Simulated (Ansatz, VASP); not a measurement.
## One calculation of MgZr2N, two programs

```
Mg Zr N
1.0
     3.33446    0.00000    0.00000
    -1.66723    2.88772    0.00000
     0.00000    0.00000    7.83998
Mg Zr N
1 2 1
Direct
  0.00000 0.00000 0.50000
  0.00000 0.00000 0.76509
  0.00000 0.00000 0.23491
  0.00000 0.00000 0.00000
```

Alike in both runs: task single point; functional PBE; k mesh 6 × 6 × 2; occupations gaussian, width 0.1 eV; no spin polarisation.

```csv
,VASP,Ansatz
version,VASP 6.6.1,Ansatz 0.2.0
potentials or method,"VASP PAW PBE potentials, release 64 (Mg, Zr_sv, N), cutoff 520 eV","scalar-relativistic, plane waves, PAW"
valence electrons in the cell,31,39
```

|  | VASP | Ansatz | Ansatz less VASP |
| --- | --- | --- | --- |
| gap on the k mesh at the Fermi level (eV) | none | none | - |
| pressure (GPa) | 21.2 | 20.9 | -0.22 |
| traceless stress, the component that is largest in VASP (GPa) | 61.20 | 60.54 | -0.661 |
| rms of the force components (eV/Å) | 2.957 | 2.956 | -0.0016 |

Atom by atom the forces differ by 0.002 eV/Å (rms over components). A gap of «none» marks a metal or a gap that the smearing closes. VASP's potentials hold 31 valence electrons a cell and Ansatz's 39, so a difference there can come from the potentials and not from the codes.

The k mesh is coarse, so the values compare programs but aren't converged.
